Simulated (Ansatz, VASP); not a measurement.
# Cd in VASP and in Ansatz

File INCAR:

```
SYSTEM = Cd
ALGO     = Normal         ! electronic algorithm
EDIFF    = 1E-6           ! SCF threshold, eV
ENCUT    = 520            ! plane-wave cutoff, eV
ISIF     = 2              ! what is computed and relaxed
ISMEAR   = -1             ! smearing method
LASPH    = .TRUE.         ! aspherical terms in the spheres
LCHARG   = .TRUE.         ! write CHGCAR
LELF     = .TRUE.         ! ELF
LREAL    = .FALSE.        ! projectors in reciprocal space
LVHAR    = .TRUE.       
LWAVE    = .FALSE.        ! write WAVECAR
NBANDS   = 32             ! bands
NELM     = 60             ! most SCF steps
PREC     = Accurate       ! precision mode
SIGMA    = 0.05           ! smearing width, eV
```

The input KPOINTS:

```
k-points
0
G
  10 10 3
  0 0 0
```

The input POSCAR:

```
Cd
1.0
    3.0930676374      0.0000000000      0.0000000000
   -1.5465338187      2.6786751496      0.0000000000
    0.0000000000      0.0000000000     10.4307369600
Cd
4
Direct
    0.6666666667      0.3333333333      0.7500000000
    0.0000000000      0.0000000000      0.5000000000
    0.3333333333      0.6666666667      0.2500000000
    0.0000000000      0.0000000000      0.0000000000
```

The input input.yaml:

```yaml
crystal:
  lattice:
    - [3.0930676374, 0.0, 0.0]
    - [-1.5465338187, 2.6786751496, 0.0]
    - [0.0, 0.0, 10.43073696]
  atoms:
    - { symbol: Cd, position: [0.6666666667, 0.3333333333, 0.75] }
    - { symbol: Cd, position: [0.0, 0.0, 0.5] }
    - { symbol: Cd, position: [0.3333333333, 0.6666666667, 0.25] }
    - { symbol: Cd, position: [0.0, 0.0, 0.0] }
kpoints:
  mp_grid: { grid: [10, 10, 3] }
  band_path:
    path:
      - [0.0, 0.0, 0.0]
      - [0.5, 0.0, 0.0]
      - [0.3333333333, 0.3333333333, 0.0]
      - [0.0, 0.0, 0.0]
      - [0.0, 0.0, 0.5]
      - [0.5, 0.0, 0.5]
      - [0.3333333333, 0.3333333333, 0.5]
      - [0.0, 0.0, 0.5]
    npoints: 12
scf:
  occupations: { method: fermi_dirac, width: 0.05 }
hamiltonian:
  xc: lda
  pseudopotentials: { kind: all_electron, lapw: { basis_error: 0.002 } }
output:
  forces: true
  stress: true
  eigenvalues: true
```

Alike in both runs: functional LDA; k mesh 10 × 10 × 3; occupations fermi-dirac, width 0.05 eV; no spin polarisation.

|  | VASP | Ansatz |
| --- | --- | --- |
| version | VASP 6.6.1 | Ansatz 0.2.0 |
| potentials or method | VASP PAW LDA potentials, release 64 (Cd), cutoff 520 eV | all-electron LAPW, scalar-relativistic |
| task | single point | band structure |

|  | VASP | Ansatz | Ansatz less VASP |
| --- | --- | --- | --- |
| gap on the k mesh at the Fermi level (eV) | none | none | - |
| pressure (GPa) | -4.0 | -4.4 | -0.39 |
| traceless stress, the component that is largest in VASP (GPa) | 0.12 | 0.12 | +0.005 |

LDA's correlation is that of Perdew and Zunger in VASP and of Perdew and Wang (1992) in Ansatz. A gap of «none» marks a metal or a gap that the smearing closes. Ansatz ran all-electron here, and VASP with PAW potentials.
